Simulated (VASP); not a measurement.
# CuF (P6_3mc) in VASP: a series of runs

Aim: see how the results for CuF move with the level of theory and the settings. Levels: PBEsol, LDA, r2SCAN. Tasks: relaxation of cell and atoms.

Program: VASP 6.6.1. These are calculated values, not measurements. Logs are shortened: lines on timing, memory, paths and dates and some standing lists are left out, and cuts for length are marked.

### 1 The cell of the first run

It takes space group P6_3mc (No. 186, hexagonal). The conventional cell has a = 2.864 Å, b = 2.864 Å, c = 6.808 Å, α = 90.00°, β = 90.00°, γ = 120.00°. Cu (site symmetry 3m) has 4 F at 1.93 to 2.22 Å within 2.6 Å. Within 2.6 Å of F (site symmetry 3m) lie 4 Cu at 1.93 to 2.22 Å.

### 2 Relaxation of cell and atoms, PBEsol

The input, INCAR:

```
PREC     = Accurate       # precision mode
ENCUT    = 600            # plane-wave cutoff, eV
EDIFF    = 1E-6           # SCF threshold, eV
ISMEAR   = -1             # smearing method
SIGMA    = 0.02           # smearing width, eV
LREAL    = F              # projectors in reciprocal space
LASPH    = T              # aspherical terms in the spheres
NELM     = 80             # most SCF steps
ALGO     = Normal         # electronic algorithm
ISIF     = 3              # what is computed and relaxed
LWAVE    = F              # write WAVECAR
LCHARG   = F              # write CHGCAR
GGA      = PS             # functional
IBRION   = 2              # ionic algorithm
NSW      = 80             # ionic steps
EDIFFG   = -0.005         # ionic threshold
```

The input, KPOINTS:

```
regular mesh
0
Gamma
  12 12 4
```

The input, POSCAR:

```
CuF
1.0
    2.8644951773      0.0000000000      0.0000000000
   -1.4322475886      2.4807255925      0.0000000000
    0.0000000000      0.0000000000      6.8077462040
Cu F
2 2
Direct
    0.3333333333      0.6666666667      0.0460751685
    0.6666666667      0.3333333333      0.5460751685
    0.3333333333      0.6666666667      0.3289248315
    0.6666666667      0.3333333333      0.8289248315
```

Potentials or basis: VASP PAW PBE potentials, release 64 (Cu, F).

Started as:

```
$ cat potpaw_PBE.64/Cu/POTCAR potpaw_PBE.64/F/POTCAR > POTCAR
$ mpirun -np 1 vasp_std > vasp.out
```

OUTCAR:

```text
PREC = Accurate
   ENCUT = 600
   EDIFF = 1E-6
   ISMEAR = -1
   LREAL = F
   LASPH = T
   NELM = 80
   ISIF = 3
   GGA = PS
   IBRION = 2
   NSW = 80
   EDIFFG = -0.005

 ion  position               nearest neighbor table
   1  0.333  0.667  0.046-   3 1.93   4 2.22   4 2.22   4 2.22
   2  0.667  0.333  0.546-   4 1.93   3 2.22   3 2.22   3 2.22
   3  0.333  0.667  0.329-   1 1.93   2 2.22   2 2.22   2 2.22
   4  0.667  0.333  0.829-   2 1.93   1 2.22   1 2.22   1 2.22

  LATTYP: Found a hexagonal cell.
 ALAT       =     2.8644951773
 C/A-ratio  =     2.3765954497

  Lattice vectors:

 A1 = (   2.8644951773,   0.0000000000,   0.0000000000)
 A2 = (  -1.4322475886,   2.4807255925,   0.0000000000)
 A3 = (   0.0000000000,   0.0000000000,   6.8077462040)

Analysis of symmetry for initial positions (statically):
=====================================================================
 Subroutine PRICEL returns:
 Original cell was already a primitive cell.

 Routine SETGRP: Setting up the symmetry group for a
 hexagonal supercell.

 Subroutine GETGRP returns: Found 12 space group operations
 (whereof  6 operations were pure point group operations)
 out of a pool of 24 trial point group operations.

The static configuration has the point symmetry C_3v.
 The point group associated with its full space group is C_6v.

Analysis of symmetry for dynamics (positions and initial velocities):
=====================================================================
 Subroutine PRICEL returns:
 Original cell was already a primitive cell.

 Routine SETGRP: Setting up the symmetry group for a
 hexagonal supercell.

 Subroutine GETGRP returns: Found 12 space group operations
 (whereof  6 operations were pure point group operations)
 out of a pool of 24 trial point group operations.

The dynamic configuration has the point symmetry C_3v.
 The point group associated with its full space group is C_6v.

 Subroutine INISYM returns: Found 12 space group operations
 (whereof  6 operations are pure point group operations),
 and found     1 'primitive' translations

----------------------------------------------------------------------------------------

                                     Primitive cell

  volume of cell :      48.3760

  direct lattice vectors                    reciprocal lattice vectors
     2.864495177  0.000000000  0.000000000     0.349101653  0.201553933  0.000000000
    -1.432247589  2.480725592  0.000000000     0.000000000  0.403107866  0.000000000
     0.000000000  0.000000000  6.807746204     0.000000000  0.000000000  0.146891492

  length of vectors
     2.864495177  2.864495177  6.807746204     0.403107866  0.403107866  0.146891492

  position of ions in fractional coordinates (direct lattice)
     0.333333333  0.666666667  0.046075169
     0.666666667  0.333333333  0.546075169
     0.333333333  0.666666667  0.328924831
     0.666666667  0.333333333  0.828924831

  ion indices of the primitive-cell ions
   primitive index   ion index
                 1           1
                 2           2
                 3           3
                 4           4

----------------------------------------------------------------------------------------

 KPOINTS: regular mesh

Automatic generation of k-mesh.
 Grid dimensions read from file:
 generate k-points for:   12   12    4

 Generating k-lattice:

  Cartesian coordinates                     Fractional coordinates (reciprocal lattice)
     0.029091804  0.016796161  0.000000000     0.083333333  0.000000000  0.000000000
     0.000000000  0.033592322  0.000000000     0.000000000  0.083333333  0.000000000
     0.000000000  0.000000000  0.036722873     0.000000000  0.000000000  0.250000000

  Length of vectors
     0.033592322  0.033592322  0.036722873

  Shift w.r.t. Gamma in fractional coordinates (k-lattice)
     0.000000000  0.000000000  0.000000000

 Subroutine IBZKPT returns following result:
 ===========================================

 Found     57 irreducible k-points:

 Following reciprocal coordinates:
            Coordinates               Weight
  0.000000  0.000000  0.000000      1.000000
  0.083333  0.000000  0.000000      6.000000
  0.166667  0.000000  0.000000      6.000000
  0.250000  0.000000  0.000000      6.000000
  0.333333  0.000000  0.000000      6.000000
  0.416667  0.000000  0.000000      6.000000
[... 16 lines left out ...]
  0.250000  0.000000  0.250000     12.000000
  0.333333  0.000000  0.250000     12.000000
 [... further k-points ...]
   k-points           NKPTS =     57   k-points in BZ     NKDIM =     57   number of bands    NBANDS=     22
   number of dos      NEDOS =    301   number of ions     NIONS =      4
   total plane-waves  NPLWV =  31104
   dimension x,y,z NGX =    24 NGY =   24 NGZ =   54
   dimension x,y,z NGXF=    48 NGYF=   48 NGZF=  108
   ions per type =               2   2
   NGX,Y,Z   is equivalent  to a cutoff of  13.93, 13.93, 13.19 a.u.
   NGXF,Y,Z  is equivalent  to a cutoff of  27.86, 27.86, 26.37 a.u.
 SYSTEM =  unknown system
   PREC   = accura    normal or accurate (medium, high low for compatibility)
   ISTART =      0    job   : 0-new  1-cont  2-samecut
   ICHARG =      2    charge: 1-file 2-atom 10-const
   ISPIN  =      1    spin polarized calculation?
   LNONCOLLINEAR =      F non collinear calculations
   LSORBIT =      F    spin-orbit coupling
   LASPH  =      T    aspherical Exc in radial PAW
   ENCUT  =  600.0 eV  44.10 Ry    6.64 a.u.   5.72  5.72 13.60*2*pi/ulx,y,z
   NELM   =     80;   NELMIN=  2; NELMDL= -5     # of ELM steps
   EDIFF  = 0.1E-05   stopping-criterion for ELM
   LREAL  =      F    real-space projection
   EDIFFG = -.5E-02   stopping-criterion for IOM
   NSW    =     80    number of steps for IOM
   IBRION =      2    ionic relax: 0-MD 1-quasi-New 2-CG
   NFREE  =      1    steps in history (QN), initial steepest desc. (CG)
   ISIF   =      3    stress and relaxation
   ISYM   =      2    0-nonsym 1-usesym 2-fastsym
   POTIM  = 0.5000    time-step for ionic-motion
   TEBEG  =    0.0;   TEEND  =   0.0 temperature during run
   PSTRESS=    0.0 pullay stress
   NELECT =      36.0000    total number of electrons
   NUPDOWN=      -1.0000    fix difference up-down
   EMIN   =  10.00;   EMAX   =-10.00  energy-range for DOS
   EFERMI =   0.00;   METHOD = LEGACY
   ISMEAR =    -1;   SIGMA  =   0.02  broadening in eV -4-tet -1-fermi 0-gaus
   EFERMI_NEDOS =   21; number of points for ismear=-14 and -15
   IALGO  =     38    algorithm
   IMIX   =      4    mixing-type and parameters
     AMIX     =   0.40;   BMIX     =  1.00
     AMIX_MAG =   1.60;   BMIX_MAG =  1.00
  volume/ion in A,a.u.               =      12.09        81.61
  Fermi-wavevector in a.u.,A,eV,Ry     =   1.483539  2.803482 29.944895  2.200888
  Thomas-Fermi vector in A             =   2.597188
   LORBIT       =      0    0 simple, 1 ext, 2 COOP (PROOUT), +10 PAW based schemes
   GGA     = PS    functional components
   LHFCALC =     F    Hartree Fock is set to
   AEXX    =    0.0000 exact exchange contribution
   IVDW    =     0    specifies the selected vdW correction
   LEPSILON=     F    determine dielectric tensor
   LRPA    =     F    only Hartree local field effects (RPA)
 conjugate gradient relaxation of ions
 non-spin polarized calculation
  energy-cutoff  :      600.00
  volume of cell :       48.38
 maximum number of plane-waves:      1636
 NGX is ok and might be reduce to    24
   NGX = 11   NGY = 11   NGZ = 27

--------------------------------------- Ionic step        1  -------------------------------------------

 number of electron      35.9999993 magnetization

 Free energy of the ion-electron system (eV)
  ---------------------------------------------------
  ext. energy  EPLUGINS =         0.00000000
  ---------------------------------------------------
  free energy    TOTEN  =       -15.95894959 eV

  energy without entropy =      -15.95865542  energy(sigma->0) =      -15.95880251

------------------------ aborting loop because EDIFF is reached ----------------------------------------

  FORCE on cell =-STRESS in cart. coord.  units (eV):
  Direction    XX          YY          ZZ          XY          YZ          ZX
  --------------------------------------------------------------------------------------
  -------------------------------------------------------------------------------------
  Total       -1.5847677     -1.5847677     -2.1755404     -0.0000000      0.0000000      0.0000000
  in kB      -52.4863052    -52.4863052    -72.0522523     -0.0000000      0.0000000      0.0000000
  external PRESSURE =     -59.0082876 kB  Pullay stress =       0.0000000 kB
[... 95 lines left out ...]
  FREE ENERGIE OF THE ION-ELECTRON SYSTEM (eV)
  ---------------------------------------------------
  free  energy   TOTEN  =       -16.0139397033 eV

  energy  without entropy=      -16.0137920349  energy(sigma->0) =      -16.01386587

 E-fermi :   3.9208     XC(G=0): -11.5352

 val. band max:        3.9104688154   @ k =   0.0000   0.0000   0.0000
 cond. band min:       4.0843569157   @ k =   0.0833   0.0000   0.0000
 fundamental gap:      0.1738881002
 Fermi energy:         3.9207500006

 k-point     1 :       0.0000    0.0000    0.0000
  band No.  band energies     occupation
      1     -20.1190      2.00000
      2     -19.9719      2.00000
      3      -4.3193      2.00000
      4      -2.8140      2.00000
      5      -0.2917      2.00000
      6      -0.2917      2.00000
[... 589 lines left out ...]
     21      13.5233      0.00000
     22      13.6848      0.00000

 [... further k-points ...]

[... ionic steps 4 to 8 ...]

--------------------------------------- Ionic step        9  -------------------------------------------

 number of electron      36.0000009 magnetization

------------------------ aborting loop because EDIFF is reached ----------------------------------------
[... 71 lines left out ...]
--------------------------------------- Ionic step       11  -------------------------------------------

 number of electron      36.0000012 magnetization

 Free energy of the ion-electron system (eV)
  ---------------------------------------------------
  ext. energy  EPLUGINS =         0.00000000
  ---------------------------------------------------
  free energy    TOTEN  =       -16.03497300 eV

  energy without entropy =      -16.03470127  energy(sigma->0) =      -16.03483714

 E-fermi :   4.0105     XC(G=0): -11.5814

 val. band max:        4.0072824333   @ k =   0.0000   0.0000   0.0000
 cond. band min:       4.1821736785   @ k =   0.0833   0.0000   0.0000
 fundamental gap:      0.1748912452
 Fermi energy:         4.0104936406

 k-point     1 :       0.0000    0.0000    0.0000
  band No.  band energies     occupation
      1     -20.0824      2.00000
      2     -19.9314      2.00000
      3      -4.2974      2.00000
      4      -2.7815      2.00000
      5      -0.2273      2.00000
      6      -0.2273      2.00000
[... 589 lines left out ...]
     21      13.6525      0.00000
     22      13.8198      0.00000

 [... further k-points ...]

------------------------ aborting loop because EDIFF is reached ----------------------------------------

  FORCE on cell =-STRESS in cart. coord.  units (eV):
  Direction    XX          YY          ZZ          XY          YZ          ZX
  --------------------------------------------------------------------------------------
  -------------------------------------------------------------------------------------
  Total        0.0177720      0.0177720      0.0129947      0.0000000      0.0000000      0.0000000
  in kB        0.6426003      0.6426003      0.4698627      0.0000000      0.0000000      0.0000000
  external PRESSURE =       0.5850211 kB  Pullay stress =       0.0000000 kB
[... 19 lines left out ...]
  FREE ENERGIE OF THE ION-ELECTRON SYSTEM (eV)
  ---------------------------------------------------
  free  energy   TOTEN  =       -16.0349730049 eV

  energy  without entropy=      -16.0347012695  energy(sigma->0) =      -16.03483714

 reached required accuracy - stopping structural energy minimisation
```

It took 11 min on 1 thread of Intel Xeon 8259CL, shared host; peak memory 0.23 GiB.

What came out:

| Property | Result |
| --- | --- |
| Free energy | -16.0350 eV |
| Relaxed volume | 11.08 Å³/atom |
| Relaxed cell | a = 2.751 Å, b = 2.751 Å, c = 6.761 Å, α = 90.00°, β = 90.00°, γ = 120.00° |
| Space group after relaxing (to 0.1 Å) | P6_3mc (No. 186) |
| Energy gained by relaxing | 19.0 meV/atom |
| Ionic steps | 11 |
| Pressure after relaxing | 0.1 GPa |
| Band gap on the k mesh | 0.07 eV (least direct gap 0.42 eV) |

Step by step:
```csv
step,energy change (eV),largest force (eV/Å),pressure (GPa),volume (Å³)
1,0.0000,0.0467,-5.90,48.38
2,-0.0540,0.1671,0.54,45.32
3,-0.0550,0.1519,-0.30,45.66
4,-0.0682,0.1199,0.07,44.91
5,-0.0684,0.1529,0.20,44.82
6,-0.0732,0.1046,-0.34,44.75
7,-0.0750,0.0477,-0.85,44.66
8,-0.0752,0.0803,0.40,44.15
9,-0.0759,0.0199,-0.19,44.39
10,-0.0759,0.0218,-0.14,44.38
11,-0.0760,0.0001,0.06,44.31
```

Final structure:
```
Cu F
1.0
     2.75104    0.00000    0.00000
    -1.37552    2.38247    0.00000
     0.00000    0.00000    6.76054
Cu F
2 2
Direct
  0.33333 0.66667 0.04668
  0.66667 0.33333 0.54668
  0.33333 0.66667 0.32832
  0.66667 0.33333 0.82832
```

Caveat: the smearing spreads over this small gap; the structure was generated, so it needn't be the stable form of CuF; semilocal functionals underestimate gaps, and a narrow one can read as zero; the PAW data sets were made with another functional, which shifts forces and pressure a little. A k mesh can miss the band edges.

(Continued in part 2 of 2.)

The gap in the log of VASP goes by the Fermi energy; the results here count the filled bands.